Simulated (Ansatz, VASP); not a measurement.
# One calculation of KLa, two programs

```
CELL_PARAMETERS angstrom
1.91232 -1.10408 7.50268
0.00000 2.20815 7.50268
-1.91232 -1.10408 7.50268
ATOMIC_POSITIONS crystal
K 0.00000 0.00000 0.00000
La 0.50000 0.50000 0.50000
```

Change from the starting cell: volume scaled by 1.03.

Alike in both runs: task single point; functional PBE; k mesh 11 × 11 × 11; occupations fermi-dirac, width 0.05 eV; no spin polarisation.

|  | VASP | Ansatz |
| --- | --- | --- |
| version | VASP 6.6.1 | Ansatz 0.2.0 |
| potentials or method | VASP PAW PBE potentials, release 64 (K_sv, La), cutoff 520 eV | all-electron LAPW, scalar-relativistic |

|  | VASP | Ansatz | Ansatz less VASP |
| --- | --- | --- | --- |
| pressure (GPa) | -0.4 | -0.4 | +0.01 |
| traceless stress, the component that is largest in VASP (GPa) | 0.07 | 0.07 | -0.001 |

Ansatz ran all-electron here, and VASP with PAW potentials.

Spin-orbit coupling is off throughout.
